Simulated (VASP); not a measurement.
# Ti9O in VASP: relaxation of the atoms with PBE

Aim: the relaxation of the atoms of Ti9O with PBE.

All numbers are computed with VASP 6.6.1; they aren't measurements. Logs are shortened: lines on timing, memory, paths and dates and some standing lists are left out, and cuts for length are marked.

### Step 1. The cell of the first run

The cell holds a slab with vacuum, 10 atoms: a = 4.579 Å, b = 5.384 Å, c = 20.801 Å, α = 90.00°, β = 90.00°, γ = 115.17°.

### Step 2. Relaxation of the atoms, PBE

Contents of INCAR:

```
SYSTEM = Ti9O
  PREC = Accurate
  ENCUT = 520
  EDIFF = 1E-7
  ISMEAR = 0
  SIGMA = 0.1
  LREAL = .FALSE.
  LASPH = .TRUE.
  NELM = 120
  ALGO = Normal
  ISIF = 2
  LWAVE = .FALSE.
  LCHARG = .FALSE.
  LDIPOL = .TRUE.
  IDIPOL = 3
  DIPOL = 0.5 0.5 0.336
  GGA = PE
  IBRION = 2
  NSW = 36
  EDIFFG = -0.025
  GGA_COMPAT = .FALSE.
  NELMIN = 4
  NELMDL = -8
  KPAR = 8
```

Contents of KPOINTS:

```
regular mesh
0
G
  7 6 1
  0 0 0
```

Contents of POSCAR:

```
Ti9O
1.0
    4.5793473384      0.0000000000      0.0000000000
   -2.2896736692      4.8731803162      0.0000000000
    0.0000000000      0.0000000000     20.8008028743
Ti O
9 1
Selective dynamics
Direct
    0.5259511638      0.0519023277      0.1923002696  F F F
    0.8311413966      0.6622827932      0.2107665516  F F F
    0.1363316294      0.2726632588      0.2292328336  F F F
    0.3570925604      0.7141851209      0.3030979614  F F F
    0.6640848036      0.3281368293      0.3193552712  F F F
    0.9697449199      0.9393324566      0.3378269323  F F F
    0.1905287717      0.3816414157      0.4115069868  F F F
    0.5011079537      0.0025593275      0.4254608481  F F F
    0.8026484483      0.6055378328      0.4471367250  F F F
    1.3026484483      0.6055378328      0.4827122749  F F T
```

Potentials or basis: VASP PAW PBE potentials, release 64 (Ti_sv, O).

Run with:

```bash
$ cat potpaw_PBE.64/Ti_sv/POTCAR potpaw_PBE.64/O/POTCAR > POTCAR
$ mpirun -np 8 vasp_std > vasp.out
```

OUTCAR:

```text
SYSTEM = Ti9O
   PREC = Accurate
   ENCUT = 520
   EDIFF = 1E-7
   ISMEAR = 0
   LREAL = .FALSE.
   LASPH = .TRUE.
   NELM = 120
   ISIF = 2
   GGA = PE
   IBRION = 2
   NSW = 36
   EDIFFG = -0.025
   NELMIN = 4
   NELMDL = -8

 ion  position               nearest neighbor table
   1  0.526  0.052  0.192-   3 2.64   3 2.64   4 2.83
   2  0.831  0.662  0.211-   5 2.78
   3  0.136  0.273  0.229-   4 2.64   1 2.64   1 2.64   6 2.78
   4  0.357  0.714  0.303-   6 2.64   6 2.64   3 2.64   7 2.78   1 2.83   8 2.91
   5  0.664  0.328  0.319-   8 2.72   2 2.78
   6  0.970  0.939  0.338-   4 2.64   4 2.64   7 2.64   3 2.78   9 2.80
   7  0.191  0.382  0.412-  10 1.84   9 2.64   9 2.64   6 2.64   4 2.78
   8  0.501  0.003  0.425-  10 2.27   5 2.72   4 2.91
   9  0.803  0.606  0.447-  10 2.41  10 2.41   7 2.64   7 2.64   6 2.80
  10  0.303  0.606  0.483-   7 1.84   8 2.27   9 2.41   9 2.41

  LATTYP: Found a base centered orthorhombic cell.
 ALAT       =     4.5793473384
 B/A-ratio  =     2.1283296313
 C/A-ratio  =     4.5423073065

  Lattice vectors:

 A1 = (   2.2896736692,  -4.8731803162,   0.0000000000)
 A2 = (   2.2896736692,   4.8731803162,   0.0000000000)
 A3 = (   0.0000000000,   0.0000000000,  20.8008028743)

Analysis of symmetry for initial positions (statically):
=====================================================================
 Subroutine PRICEL returns:
 Original cell was already a primitive cell.

 Routine SETGRP: Setting up the symmetry group for a
 base centered orthorhombic supercell.

 Subroutine GETGRP returns: Found  1 space group operations
 (whereof  1 operations were pure point group operations)
 out of a pool of  8 trial point group operations.

The static configuration has the point symmetry C_1 .

Analysis of symmetry for dynamics (positions and initial velocities):
=====================================================================
 Subroutine PRICEL returns:
 Original cell was already a primitive cell.

 Routine SETGRP: Setting up the symmetry group for a
 base centered orthorhombic supercell.

 Subroutine GETGRP returns: Found  1 space group operations
 (whereof  1 operations were pure point group operations)
 out of a pool of  8 trial point group operations.

The dynamic configuration has the point symmetry C_1 .

Analysis of constrained symmetry for selective dynamics:
=====================================================================
 Subroutine PRICEL returns:
 Original cell was already a primitive cell.

 Routine SETGRP: Setting up the symmetry group for a
 base centered orthorhombic supercell.

 Subroutine GETGRP returns: Found  1 space group operations
 (whereof  1 operations were pure point group operations)
 out of a pool of  8 trial point group operations.

The constrained configuration has the point symmetry C_1 .

 Subroutine INISYM returns: Found  1 space group operations
 (whereof  1 operations are pure point group operations),
 and found     1 'primitive' translations

----------------------------------------------------------------------------------------

                                     Primitive cell

  volume of cell :     464.1904

  direct lattice vectors                    reciprocal lattice vectors
     4.579347338  0.000000000  0.000000000     0.218371730  0.102602401  0.000000000
    -2.289673669  4.873180316  0.000000000     0.000000000  0.205204802  0.000000000
     0.000000000  0.000000000 20.800802874     0.000000000  0.000000000  0.048075067

  length of vectors
     4.579347338  5.384281930 20.800802874     0.241274667  0.205204802  0.048075067

  position of ions in fractional coordinates (direct lattice)
     0.525951164  0.051902328  0.192300270
     0.831141397  0.662282793  0.210766552
     0.136331629  0.272663259  0.229232834
     0.357092560  0.714185121  0.303097961
     0.664084804  0.328136829  0.319355271
     0.969744920  0.939332457  0.337826932
     0.190528772  0.381641416  0.411506987
     0.501107954  0.002559328  0.425460848
     0.802648448  0.605537833  0.447136725
     0.302648448  0.605537833  0.482712275

  ion indices of the primitive-cell ions
   primitive index   ion index
                 1           1
                 2           2
                 3           3
                 4           4
                 5           5
                 6           6
                 7           7
                 8           8
                 9           9
                10          10

----------------------------------------------------------------------------------------

 KPOINTS: regular mesh

Automatic generation of k-mesh.
 Grid dimensions read from file:
 generate k-points for:    7    6    1

 Generating k-lattice:

  Cartesian coordinates                     Fractional coordinates (reciprocal lattice)
     0.031195961  0.014657486  0.000000000     0.142857143 -0.000000000  0.000000000
     0.000000000  0.034200800  0.000000000     0.000000000  0.166666667  0.000000000
     0.000000000  0.000000000  0.048075067     0.000000000  0.000000000  1.000000000

  Length of vectors
     0.034467810  0.034200800  0.048075067

  Shift w.r.t. Gamma in fractional coordinates (k-lattice)
     0.000000000  0.000000000  0.000000000

 -----------------------------------------------------------------------------
|                                                                             |
|           W    W    AA    RRRRR   N    N  II  N    N   GGGG   !!!           |
|           W    W   A  A   R    R  NN   N  II  NN   N  G    G  !!!           |
|           W    W  A    A  R    R  N N  N  II  N N  N  G       !!!           |
|           W WW W  AAAAAA  RRRRR   N  N N  II  N  N N  G  GGG   !            |
|           WW  WW  A    A  R   R   N   NN  II  N   NN  G    G                |
|           W    W  A    A  R    R  N    N  II  N    N   GGGG   !!!           |
|                                                                             |
|     Your reciprocal lattice and k-lattice belong to different lattice       |
|     classes:                                                                |
|                                                                             |
|        The reciprocal lattice is base centered orthorhombic,                |
|        whereas your k-lattice is simple monoclinic.                         |
|                                                                             |
|     Results are often still useful ...                                      |
|                                                                             |
 -----------------------------------------------------------------------------

 WARNING: IBZKPT: internal override: KBLOWUP is changed to .FALSE.
      ... skipping the blow-up phase ...

 Subroutine IBZKPT returns following result:
 ===========================================

 Found     22 irreducible k-points:

 Following reciprocal coordinates:
            Coordinates               Weight
  0.000000  0.000000  0.000000      1.000000
  0.142857  0.000000  0.000000      2.000000
  0.285714  0.000000  0.000000      2.000000
  0.428571  0.000000  0.000000      2.000000
  0.000000  0.166667  0.000000      2.000000
  0.142857  0.166667  0.000000      2.000000
[... 14 lines left out ...]
  0.285714  0.500000  0.000000      2.000000
  0.428571  0.500000  0.000000      2.000000
   k-points           NKPTS =     22   k-points in BZ     NKDIM =     22   number of bands    NBANDS=     68
   number of dos      NEDOS =    301   number of ions     NIONS =     10
   total plane-waves  NPLWV = 230400
   dimension x,y,z NGX =    36 NGY =   40 NGZ =  160
   dimension x,y,z NGXF=    72 NGYF=   80 NGZF=  320
   ions per type =               9   1
   NGX,Y,Z   is equivalent  to a cutoff of  13.07, 12.35, 12.79 a.u.
   NGXF,Y,Z  is equivalent  to a cutoff of  26.14, 24.70, 25.58 a.u.
 SYSTEM =  Ti9O
   PREC   = accura    normal or accurate (medium, high low for compatibility)
   ISTART =      0    job   : 0-new  1-cont  2-samecut
   ICHARG =      2    charge: 1-file 2-atom 10-const
   ISPIN  =      1    spin polarized calculation?
   LNONCOLLINEAR =      F non collinear calculations
   LSORBIT =      F    spin-orbit coupling
   LASPH  =      T    aspherical Exc in radial PAW
   ENCUT  =  520.0 eV  38.22 Ry    6.18 a.u.   8.51 10.01 38.68*2*pi/ulx,y,z
   NELM   =    120;   NELMIN=  4; NELMDL= -8     # of ELM steps
   EDIFF  = 0.1E-06   stopping-criterion for ELM
   LREAL  =      F    real-space projection
   EDIFFG = -.3E-01   stopping-criterion for IOM
   NSW    =     36    number of steps for IOM
   IBRION =      2    ionic relax: 0-MD 1-quasi-New 2-CG
   NFREE  =      1    steps in history (QN), initial steepest desc. (CG)
   ISIF   =      2    stress and relaxation
   ISYM   =      2    0-nonsym 1-usesym 2-fastsym
   POTIM  = 0.5000    time-step for ionic-motion
   TEBEG  =    0.0;   TEEND  =   0.0 temperature during run
   PSTRESS=    0.0 pullay stress
   NELECT =     114.0000    total number of electrons
   NUPDOWN=      -1.0000    fix difference up-down
   EMIN   =  10.00;   EMAX   =-10.00  energy-range for DOS
   EFERMI =   0.00;   METHOD = LEGACY
   ISMEAR =     0;   SIGMA  =   0.10  broadening in eV -4-tet -1-fermi 0-gaus
   EFERMI_NEDOS =   21; number of points for ismear=-14 and -15
   IALGO  =     38    algorithm
   IMIX   =      4    mixing-type and parameters
     AMIX     =   0.40;   BMIX     =  1.00
     AMIX_MAG =   1.60;   BMIX_MAG =  1.00
  volume/ion in A,a.u.               =      46.42       313.25
  Fermi-wavevector in a.u.,A,eV,Ry     =   1.025206  1.937358 14.300362  1.051047
  Thomas-Fermi vector in A             =   2.159034
   LORBIT       =      0    0 simple, 1 ext, 2 COOP (PROOUT), +10 PAW based schemes
   GGA     = PE    functional components
   LHFCALC =     F    Hartree Fock is set to
   AEXX    =    0.0000 exact exchange contribution
   IVDW    =     0    specifies the selected vdW correction
   LEPSILON=     F    determine dielectric tensor
   LRPA    =     F    only Hartree local field effects (RPA)
 conjugate gradient relaxation of ions
 non-spin polarized calculation
 Gauss-broadening in eV      SIGMA  =   0.10
  energy-cutoff  :      520.00
  volume of cell :      464.19
 maximum number of plane-waves:     12546
 NGX is ok and might be reduce to    36
   NGX = 17   NGY = 19   NGZ = 77

 dipolmoment           0.000000      0.000000      0.000229 electrons x Angstroem

--------------------------------------- Ionic step        1  -------------------------------------------

 number of electron     114.0000006 magnetization

 Free energy of the ion-electron system (eV)
  ---------------------------------------------------
  ext. energy  EPLUGINS =         0.00000000
  ---------------------------------------------------
  free energy    TOTEN  =       -74.98302110 eV

  energy without entropy =      -74.90208838  energy(sigma->0) =      -74.94255474

------------------------ aborting loop because EDIFF is reached ----------------------------------------

 vacuum level on the upper side and lower side of the slab       (xc-potential included)        -0.227        -0.020

  FORCE on cell =-STRESS in cart. coord.  units (eV):
  Direction    XX          YY          ZZ          XY          YZ          ZX
  --------------------------------------------------------------------------------------
  -------------------------------------------------------------------------------------
  Total       -6.2986389     -4.5242557     -1.5017523      0.0015260      3.1087480      0.0011102
  in kB      -21.7400795    -15.6157038     -5.1833761      0.0052672     10.7300052      0.0038320
  external PRESSURE =     -14.1797198 kB  Pullay stress =       0.0000000 kB
[... 75 lines left out ...]
--------------------------------------- Ionic step        3  -------------------------------------------

 number of electron     114.0000006 magnetization

 dipolmoment           0.000000      0.000000     -0.045016 electrons x Angstroem

 Free energy of the ion-electron system (eV)
  ---------------------------------------------------
  ext. energy  EPLUGINS =         0.00000000
  ---------------------------------------------------
  free energy    TOTEN  =       -75.00966440 eV

  energy without entropy =      -74.92909870  energy(sigma->0) =      -74.96938155

 E-fermi :   0.5018     XC(G=0):  -4.9099

 val. band max:        0.5007885091   @ k =  -0.1429   0.1667   0.0000
 cond. band min:       0.5026066003   @ k =  -0.4286   0.1667   0.0000
 fundamental gap:      0.0018180912
 Fermi energy:         0.5017874159

 k-point     1 :       0.0000    0.0000    0.0000
  band No.  band energies     occupation
      1     -56.6805      2.00000
      2     -56.4873      2.00000
      3     -56.4709      2.00000
      4     -56.3703      2.00000
      5     -56.2962      2.00000
      6     -56.2121      2.00000
[... 1551 lines left out ...]
     67       1.5786      0.00000
     68       1.6293      0.00000

------------------------ aborting loop because EDIFF is reached ----------------------------------------

 vacuum level on the upper side and lower side of the slab       (xc-potential included)        -0.289         0.051

  FORCE on cell =-STRESS in cart. coord.  units (eV):
  Direction    XX          YY          ZZ          XY          YZ          ZX
  --------------------------------------------------------------------------------------
  -------------------------------------------------------------------------------------
  Total       -5.9632023     -3.8479484     -0.1373787      0.0010757      3.6511100     -0.0000557
  in kB      -20.5823026    -13.2813940     -0.4741696      0.0037127     12.6019959     -0.0001921
  external PRESSURE =     -11.4459554 kB  Pullay stress =       0.0000000 kB
[... 25 lines left out ...]
  FREE ENERGIE OF THE ION-ELECTRON SYSTEM (eV)
  ---------------------------------------------------
  free  energy   TOTEN  =       -75.0096644029 eV

  energy  without entropy=      -74.9290986993  energy(sigma->0) =      -74.96938155

 reached required accuracy - stopping structural energy minimisation

 vacuum level on the upper side and lower side of the slab         4.042         4.385
```

It took 6.9 min on 8 MPI ranks of AMD EPYC 9R45 (Zen 5), shared host; peak memory 0.85 GiB.

Results:

* Free energy: -75.0097 eV
* Energy gained by relaxing: 2.7 meV/atom
* Ionic steps: 3
* Band gap on the k mesh: zero (bands 57 and 58 overlap by 0.12 eV)

The path:
```csv
step,energy change (eV),largest force on free atoms (eV/Å),pressure (GPa)
1,0.0000,0.9192,-1.42
2,-0.0254,0.2096,-1.21
3,-0.0266,0.0001,-1.14
```

Final structure:
```cif
data_structure
_symmetry_space_group_name_H-M 'P 1'
_symmetry_Int_Tables_number 1
_cell_length_a 4.5793
_cell_length_b 5.3843
_cell_length_c 20.8008
_cell_angle_alpha 90.000
_cell_angle_beta 90.000
_cell_angle_gamma 115.167
_cell_volume 464.19
loop_
_atom_site_label
_atom_site_type_symbol
_atom_site_fract_x
_atom_site_fract_y
_atom_site_fract_z
_atom_site_occupancy
Ti1 Ti 0.52595 0.05190 0.19230 1
Ti2 Ti 0.83114 0.66228 0.21077 1
Ti3 Ti 0.13633 0.27266 0.22923 1
Ti4 Ti 0.35709 0.71419 0.30310 1
Ti5 Ti 0.66408 0.32814 0.31936 1
Ti6 Ti 0.96974 0.93933 0.33783 1
Ti7 Ti 0.19053 0.38164 0.41151 1
Ti8 Ti 0.50111 0.00256 0.42546 1
Ti9 Ti 0.80265 0.60554 0.44714 1
O1 O 0.30265 0.60554 0.48000 1
```

Levels at points of the mesh, in eV from the Fermi level:
| k point | band 53 | band 54 | band 55 | band 56 | band 57 | band 58 | band 59 | band 60 | band 61 | band 62 |
| --- | --- | --- | --- | --- | --- | --- | --- | --- | --- | --- |
| (0.00, 0.00, 0.00) | -0.79 | -0.59 | -0.12 | -0.07 | 0.09 | 0.23 | 0.33 | 0.38 | 0.43 | 0.49 |
| (0.00, 0.50, 0.00) | -0.73 | -0.53 | -0.41 | -0.33 | -0.19 | -0.03 | 0.06 | 0.38 | 0.59 | 0.62 |
